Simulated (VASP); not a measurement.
# TiB2 (P6/mmm) in VASP: a series of runs

Runs on TiB2. Level: PBE. Tasks: single point.

All numbers are computed with VASP 6.6.1; they aren't measurements. Logs are shortened: lines on timing, memory, paths and dates and some standing lists are left out, and cuts for length are marked.

## 1. The cell of the first run

The structure is hexagonal, space group P6/mmm (No. 191). The conventional cell has a = 3.029 Å, b = 3.029 Å, c = 3.228 Å, α = 90.00°, β = 90.00°, γ = 120.00°. Within 3.1 Å of Ti (site symmetry 6/mmm) lie 12 B at 2.38 Å and 6 Ti at 3.03 Å. Within 2.3 Å of B (site symmetry -6m2) lie 3 B at 1.75 Å.

## 2. Single point, PBE

INCAR

```
SYSTEM = TiB2
PREC = Accurate
ENCUT = 500
EDIFF = 1E-6
ISMEAR = 0
SIGMA = 0.1
LREAL = .False.
LASPH = .True.
NELM = 120
ALGO = Normal
ISIF = 2
LWAVE = .False.
LCHARG = .True.
GGA = PE
LELF = .True.
LVHAR = .True.
NBANDS = 16
GGA_COMPAT = .False.
```

KPOINTS

```
Automatic mesh
0
Gamma
  6 6 6
  0 0 0
```

POSCAR

```
TiB2
1.0
    3.0291981600      0.0000000000      0.0000000000
   -1.5145990800      2.6233625600      0.0000000000
    0.0000000000      0.0000000000      3.2283999900
Ti B
1 2
Direct
    0.0000000000      0.0000000000      0.0000000000
    0.3333333300      0.6666666700      0.5000000000
    0.6666666700      0.3333333300      0.5000000000
```

Potentials or basis: VASP PAW PBE potentials, release 64 (Ti_sv, B).

Run with:

```bash
$ cat potpaw_PBE.64/Ti_sv/POTCAR potpaw_PBE.64/B/POTCAR > POTCAR
$ mpirun -np 1 vasp_std > vasp.out
```

OUTCAR:

```text
SYSTEM = TiB2
   PREC = Accurate
   ENCUT = 500
   EDIFF = 1E-6
   ISMEAR = 0
   LREAL = .False.
   LASPH = .True.
   NELM = 120
   ISIF = 2
   GGA = PE

 ion  position               nearest neighbor table
   1  0.000  0.000  0.000-   2 2.38   3 2.38   2 2.38   3 2.38   3 2.38   3 2.38   2 2.38   2 2.38
                             3 2.38   3 2.38   2 2.38   2 2.38
   2  0.333  0.667  0.500-   3 1.75   3 1.75   3 1.75   1 2.38   1 2.38   1 2.38   1 2.38   1 2.38
                             1 2.38
   3  0.667  0.333  0.500-   2 1.75   2 1.75   2 1.75   1 2.38   1 2.38   1 2.38   1 2.38   1 2.38
                             1 2.38

  LATTYP: Found a hexagonal cell.
 ALAT       =     3.0291981600
 C/A-ratio  =     1.0657605807

  Lattice vectors:

 A1 = (   3.0291981600,   0.0000000000,   0.0000000000)
 A2 = (  -1.5145990800,   2.6233625600,   0.0000000000)
 A3 = (   0.0000000000,   0.0000000000,   3.2283999900)

Analysis of symmetry for initial positions (statically):
=====================================================================
 Subroutine PRICEL returns:
 Original cell was already a primitive cell.

 Routine SETGRP: Setting up the symmetry group for a
 hexagonal supercell.

 Subroutine GETGRP returns: Found 24 space group operations
 (whereof 24 operations were pure point group operations)
 out of a pool of 24 trial point group operations.

The static configuration has the point symmetry D_6h.

Analysis of symmetry for dynamics (positions and initial velocities):
=====================================================================
 Subroutine PRICEL returns:
 Original cell was already a primitive cell.

 Routine SETGRP: Setting up the symmetry group for a
 hexagonal supercell.

 Subroutine GETGRP returns: Found 24 space group operations
 (whereof 24 operations were pure point group operations)
 out of a pool of 24 trial point group operations.

The dynamic configuration has the point symmetry D_6h.

 Subroutine INISYM returns: Found 24 space group operations
 (whereof 24 operations are pure point group operations),
 and found     1 'primitive' translations

----------------------------------------------------------------------------------------

                                     Primitive cell

  volume of cell :      25.6551

  direct lattice vectors                    reciprocal lattice vectors
     3.029198160  0.000000000  0.000000000     0.330120364  0.190595081  0.000000000
[... 85 lines left out ...]
   LASPH  =      T    aspherical Exc in radial PAW
   ENCUT  =  500.0 eV  36.75 Ry    6.06 a.u.   5.52  5.52  5.89*2*pi/ulx,y,z
   NELM   =    120;   NELMIN=  2; NELMDL= -5     # of ELM steps
   EDIFF  = 0.1E-05   stopping-criterion for ELM
   LREAL  =      F    real-space projection
   EDIFFG = 0.1E-04   stopping-criterion for IOM
   NSW    =      0    number of steps for IOM
   IBRION =     -1    ionic relax: 0-MD 1-quasi-New 2-CG
   NFREE  =      0    steps in history (QN), initial steepest desc. (CG)
   ISIF   =      2    stress and relaxation
   ISYM   =      2    0-nonsym 1-usesym 2-fastsym
   POTIM  = 0.5000    time-step for ionic-motion
   TEBEG  =    0.0;   TEEND  =   0.0 temperature during run
   PSTRESS=    0.0 pullay stress
   NELECT =      18.0000    total number of electrons
   NUPDOWN=      -1.0000    fix difference up-down
   EMIN   =  10.00;   EMAX   =-10.00  energy-range for DOS
   EFERMI =   0.00;   METHOD = LEGACY
   ISMEAR =     0;   SIGMA  =   0.10  broadening in eV -4-tet -1-fermi 0-gaus
   EFERMI_NEDOS =   21; number of points for ismear=-14 and -15
   IALGO  =     38    algorithm
   IMIX   =      4    mixing-type and parameters
     AMIX     =   0.40;   BMIX     =  1.00
     AMIX_MAG =   1.60;   BMIX_MAG =  1.00
  volume/ion in A,a.u.               =       8.55        57.71
  Fermi-wavevector in a.u.,A,eV,Ry     =   1.454704  2.748991 28.792145  2.116163
  Thomas-Fermi vector in A             =   2.571824
   LORBIT       =      0    0 simple, 1 ext, 2 COOP (PROOUT), +10 PAW based schemes
   GGA     = PE    functional components
   LHFCALC =     F    Hartree Fock is set to
   AEXX    =    0.0000 exact exchange contribution
   IVDW    =     0    specifies the selected vdW correction
   LEPSILON=     F    determine dielectric tensor
   LRPA    =     F    only Hartree local field effects (RPA)
 non-spin polarized calculation
 Gauss-broadening in eV      SIGMA  =   0.10
  energy-cutoff  :      500.00
  volume of cell :       25.66
 maximum number of plane-waves:       678
 NGX is ok and might be reduce to    24
   NGX = 11   NGY = 11   NGZ = 11

 number of electron      18.0000002 magnetization

 Free energy of the ion-electron system (eV)
  ---------------------------------------------------
  ext. energy  EPLUGINS =         0.00000000
  ---------------------------------------------------
  free energy    TOTEN  =       -24.38647344 eV

  energy without entropy =      -24.38120323  energy(sigma->0) =      -24.38383833

 E-fermi :   9.7607     XC(G=0): -12.7690

 val. band max:        9.6853519336   @ k =   0.1667   0.1667   0.1667
 cond. band min:       9.7861850533   @ k =   0.1667   0.1667   0.1667
 fundamental gap:      0.1008331197
 Fermi energy:         9.7606753908

 k-point     1 :       0.0000    0.0000    0.0000
  band No.  band energies     occupation
      1     -46.9608      2.00000
      2     -23.3301      2.00000
      3     -22.9884      2.00000
      4     -22.9884      2.00000
      5      -3.5099      2.00000
      6       7.4010      2.00000
[... 433 lines left out ...]
      3     -23.2651      2.00000
      4     -23.0381      2.00000
      5      -0.5517      2.00000
      6       3.9738      2.00000
[... 8 lines left out ...]
     15      16.8428      0.00000
     16      22.9048      0.00000

 [... further k-points ...]
[... 5 lines left out ...]
  --------------------------------------------------------------------------------------
  -------------------------------------------------------------------------------------
  Total        0.2537758      0.2537758     -0.1601871      0.0000000      0.0000000     -0.0000000
  in kB       15.8484745     15.8484746    -10.0037948      0.0000000      0.0000000     -0.0000000
  external PRESSURE =       7.2310514 kB  Pullay stress =       0.0000000 kB

 VOLUME and BASIS-vectors are now :
 -----------------------------------------------------------------------------
  energy-cutoff  :      500.00
  volume of cell :       25.66
      direct lattice vectors                 reciprocal lattice vectors
     3.029198160  0.000000000  0.000000000     0.330120364  0.190595081  0.000000000
    -1.514599080  2.623362560  0.000000000     0.000000000  0.381190162  0.000000000
     0.000000000  0.000000000  3.228399990     0.000000000  0.000000000  0.309750961

 POSITION                                       TOTAL-FORCE (eV/Angst)
 -----------------------------------------------------------------------------------
      0.00000      0.00000      0.00000         0.000000      0.000000      0.000000
     -0.00000      1.74891      1.61420        -0.000000      0.000000      0.000000
      1.51460      0.87445      1.61420         0.000000     -0.000000     -0.000000
 -----------------------------------------------------------------------------------
    total drift:                                0.000000     -0.000000     -0.000000

  FREE ENERGIE OF THE ION-ELECTRON SYSTEM (eV)
  ---------------------------------------------------
  free  energy   TOTEN  =       -24.3864734365 eV

  energy  without entropy=      -24.3812032313  energy(sigma->0) =      -24.38383833
```

Run time: 4.9 s. Hardware: 1 thread of Intel Xeon 6975P-C (Granite Rapids), shared host; peak memory 0.14 GiB.

Results:

```
Free energy            : -24.3865 eV
Pressure               : 0.7 GPa
Band gap on the k mesh : zero (band 9 reaches 10.18 eV, above the bottom of band 10 at 9.79 eV)
```

Stress tensor (GPa, compression positive):
```
 1.58  0.00  0.00
 0.00  1.58  0.00
 0.00  0.00 -1.00
```

Caveat: the k points lie up to 0.40 Å⁻¹ apart.

## 3. Single point, PBE

This run uses another cell than the first one, of 8.57 Å³/atom, 1.002 times its volume.

INCAR

```
SYSTEM = TiB2
ALGO = Normal ; EDIFF = 1E-6
ENCUT = 500 ; GGA = PE
GGA_COMPAT = .FALSE. ; ISIF = 2
ISMEAR = 0 ; LASPH = .TRUE.
LCHARG = .TRUE. ; LELF = .TRUE.
LREAL = .FALSE. ; LVHAR = .TRUE.
LWAVE = .FALSE. ; NBANDS = 16
NELM = 120 ; PREC = Accurate
SIGMA = 0.1
```

KPOINTS

```
k-points
0
G
  6 6 6
  0 0 0
```

POSCAR

```
TiB2
1.0
    3.0347063243      0.0000000000      0.0000000000
   -1.5173531621      2.6281327698      0.0000000000
    0.0000000000      0.0000000000      3.2234234248
Ti B
1 2
Direct
    0.0000000000      0.0000000000      0.0000000000
    0.3333333333      0.6666666667      0.5000000000
    0.6666666667      0.3333333333      0.5000000000
```

Potentials or basis: VASP PAW PBE potentials, release 64 (Ti_sv, B).

Run with:

```bash
$ cat potpaw_PBE.64/Ti_sv/POTCAR potpaw_PBE.64/B/POTCAR > POTCAR
$ mpirun -np 1 vasp_std > vasp.out
```

Wall time 4.9 s (1 thread of Intel Xeon 6975P-C (Granite Rapids), shared host); peak memory 0.14 GiB.

The run converged. Its results:

```yaml
Free_energy: -24.3873 eV
Pressure: 0.1 GPa
Band_gap_on_the_k_mesh: zero (band 9 reaches 10.14 eV, above the bottom of band 10 at 9.77 eV)
```

Stress tensor (GPa, compression positive):
```
 0.46  0.00  0.00
 0.00  0.46  0.00
 0.00  0.00 -0.73
```

Levels at points of the mesh, in eV from the Fermi level:
| k point | band 5 | band 6 | band 7 | band 8 | band 9 | band 10 | band 11 | band 12 | band 13 | band 14 |
| --- | --- | --- | --- | --- | --- | --- | --- | --- | --- | --- |
| (0.00, 0.00, 0.00) | -13.25 | -2.38 | -2.38 | -2.05 | -1.87 | 2.12 | 2.12 | 3.91 | 3.91 | 5.97 |
| (0.50, 0.00, 0.00) | -9.12 | -9.00 | -3.04 | -2.96 | -2.02 | 1.57 | 2.97 | 3.43 | 3.61 | 7.67 |
| (0.00, 0.00, 0.50) | -11.33 | -7.36 | -0.33 | -0.33 | 0.03 | 0.03 | 0.68 | 0.68 | 1.90 | 6.75 |
| (0.50, 0.00, 0.50) | -9.50 | -7.30 | -4.41 | -3.57 | -2.91 | 2.71 | 3.15 | 4.70 | 4.81 | 5.57 |

Caveat: the k points lie up to 0.40 Å⁻¹ apart.

## 4. Single point, PBE

INCAR

```
  ALGO = Normal
  EDIFF = 1E-6
  ENCUT = 500
  GGA = PE
  GGA_COMPAT = False
  ISIF = 2
  ISMEAR = 0
  LASPH = True
  LCHARG = False
  LREAL = False
  LWAVE = False
  NBANDS = 16
  NELM = 120
  PREC = Accurate
  SIGMA = 0.1
```

KPOINTS

```
k-points
0
Gamma
  6 6 6
```

POSCAR

```
TiB2
1.0
    3.0292000700      0.0000000000      0.0000000000
   -1.5146000400      2.6233642200      0.0000000000
    0.0000000000      0.0000000000      3.2283999900
Ti B
1 2
Direct
    0.0000000000      0.0000000000      0.0000000000
    0.3333333300      0.6666666700      0.5000000000
    0.6666666700      0.3333333300      0.5000000000
```

Run with:

```bash
$ cat potpaw_PBE.64/Ti_sv/POTCAR potpaw_PBE.64/B/POTCAR > POTCAR
$ mpirun -np 1 vasp_std > vasp.out
```

Wall time 4.6 s (1 thread of Intel Xeon 6975P-C (Granite Rapids), shared host); peak memory 0.14 GiB.

It converged, with:

| Item | Value |
| --- | --- |
| Free energy | -24.3865 eV |
| Pressure | 0.7 GPa |
| Band gap on the k mesh | zero (band 9 reaches 10.18 eV, above the bottom of band 10 at 9.79 eV) |

Stress tensor (GPa, compression positive):
```
 1.58  0.00  0.00
 0.00  1.58  0.00
 0.00  0.00 -1.00
```

Levels at points of the mesh, in eV from the Fermi level:
```
           k point  band 7  band 8  band 9  band 10  band 11  band 12
(0.00, 0.00, 0.00)   -2.36   -2.09   -1.88     2.12     2.12     3.90
(0.50, 0.00, 0.00)   -3.03   -2.99   -2.03     1.57     2.99     3.45
(0.00, 0.00, 0.50)   -0.32   -0.32    0.05     0.05     0.68     0.68
(0.50, 0.00, 0.50)   -4.40   -3.58   -2.90     2.70     3.17     4.69
```

Caveat: the k points lie up to 0.40 Å⁻¹ apart.

## 5. Single point, PBE

INCAR

```
PREC = Accurate ; ENCUT = 500
EDIFF = 1E-6 ; ISMEAR = 0
SIGMA = 0.2 ; LREAL = F
LASPH = T ; NELM = 120
ALGO = Normal ; ISIF = 2
LWAVE = F ; LCHARG = T
GGA = PE ; LELF = T
LVHAR = T ; NBANDS = 16
GGA_COMPAT = F
```

KPOINTS

```
regular mesh
0
Gamma
  8 8 5
```

POSCAR

```
TiB2
1.0
    3.0289248575      0.0000000032      0.0000000000
   -1.5144624315      2.6231258712      0.0000000000
    0.0000000000      0.0000000000      3.2279322437
Ti B
1 2
Direct
    0.0000000000      0.0000000000      0.5000000000
    0.3333333333      0.6666666667      0.0000040413
    0.6666666667      0.3333333333      0.9999959587
```

Run with:

```bash
$ cat potpaw_PBE.64/Ti_sv/POTCAR potpaw_PBE.64/B/POTCAR > POTCAR
$ mpirun -np 1 vasp_std > vasp.out
```

Run time: 5 s. Hardware: 1 thread of Intel Xeon 6975P-C (Granite Rapids), shared host; peak memory 0.14 GiB.

The run converged. Its results:

* Free energy: -24.4243 eV
* Pressure: 0.6 GPa
* Band gap on the k mesh: zero (filled and empty bands touch)

Stress tensor (GPa, compression positive):
```
0.90 0.00 0.00
0.00 0.90 0.00
0.00 0.00 0.09
```

Levels at points of the mesh, in eV from the Fermi level:
```tsv
k point	band 7	band 8	band 9	band 10	band 11	band 12
(0.00, 0.00, 0.00)	-2.54	-2.26	-2.05	1.96	1.96	3.72
(0.50, 0.00, 0.00)	-3.20	-3.16	-2.20	1.40	2.81	3.28
```

Caveat: the k points lie up to 0.39 Å⁻¹ apart.

## 6. Single point, PBE

This run uses another cell than the first one, of 11.93 Å³/atom, 1.395 times its volume.

INCAR

```
SYSTEM = TiB2
PREC = Accurate
ENCUT = 500
EDIFF = 1E-6
ISMEAR = 0
SIGMA = 0.2
LREAL = .False.
LASPH = .True.
NELM = 120
ALGO = Normal
ISIF = 2
LWAVE = .False.
LCHARG = .False.
GGA = PE
NBANDS = 16
GGA_COMPAT = .False.
```

KPOINTS

```
regular mesh
0
Gamma
  8 8 4
  0 0 0
```

POSCAR

```
TiB2
1.0
    2.6203244661      0.0000000000      0.0000000000
   -1.3101622330      2.2692675538      0.0000000000
    0.0000000000      0.0000000000      6.0184171617
Ti B
1 2
Direct
    0.0000000000      0.0000000000      0.0000000000
    0.0000000000      0.0000000000      0.3624116174
    0.0000000000      0.0000000000      0.6375883826
```

Potentials or basis: VASP PAW PBE potentials, release 64 (Ti_sv, B).

Run with:

```bash
$ cat potpaw_PBE.64/Ti_sv/POTCAR potpaw_PBE.64/B/POTCAR > POTCAR
$ mpirun -np 1 vasp_std > vasp.out
```

Run time: 7.9 s. Hardware: 1 thread of Intel Xeon 6975P-C (Granite Rapids), shared host; peak memory 0.15 GiB.

The run converged. Its results:

```
Free energy            : -17.1769 eV
Pressure               : -0.1 GPa
Largest force          : 0.020 eV/Å
Band gap on the k mesh : zero (band 9 reaches 7.37 eV, above the bottom of band 10 at 4.86 eV)
```

Forces on the atoms (eV/Å):
```
Ti   0.000  0.000  0.000
B    0.000  0.000 -0.020
B    0.000  0.000  0.020
```

Stress tensor (GPa, compression positive):
```
-0.19  0.00  0.00
 0.00 -0.19  0.00
 0.00  0.00  0.21
```

Levels at points of the mesh, in eV from the Fermi level:
```
           k point  band 7  band 8  band 9  band 10  band 11  band 12
(0.00, 0.00, 0.00)   -5.27   -2.41    1.22     1.22     3.47     3.47
(0.50, 0.00, 0.00)   -2.72   -2.47   -1.50    -1.30     2.53     2.89
(0.00, 0.00, 0.50)   -3.05   -2.82    1.22     1.22     3.35     3.35
(0.50, 0.00, 0.50)   -3.41   -1.91   -1.02     0.02     0.51     2.13
```

## 7. Overview

| cell | k mesh | smearing | gap on the mesh (eV) | pressure (GPa) |
| --- | --- | --- | --- | --- |
| a = 3.029, b = 3.029, c = 3.228 Å, angles 90.0, 90.0, 120.0°, 3 atoms | 6 × 6 × 6 | gaussian 0.1 eV | none | 0.7 |
| a = 3.035, b = 3.035, c = 3.223 Å, angles 90.0, 90.0, 120.0°, 3 atoms | 6 × 6 × 6 | gaussian 0.1 eV | none | 0.1 |
| a = 3.029, b = 3.029, c = 3.228 Å, angles 90.0, 90.0, 120.0°, 3 atoms | 8 × 8 × 5 | gaussian 0.2 eV | none | 0.6 |
| a = 2.620, b = 2.620, c = 6.018 Å, angles 90.0, 90.0, 120.0°, 3 atoms | 8 × 8 × 4 | gaussian 0.2 eV | none | -0.1 |

Alike in all rows: task single point; level PBE; potentials or basis VASP PAW PBE potentials, release 64 (Ti_sv, B); no spin polarisation; cutoff (eV) 500.

Caveats: some runs use coarse meshes.

Absolute energies hang on the potentials; compare differences alone.
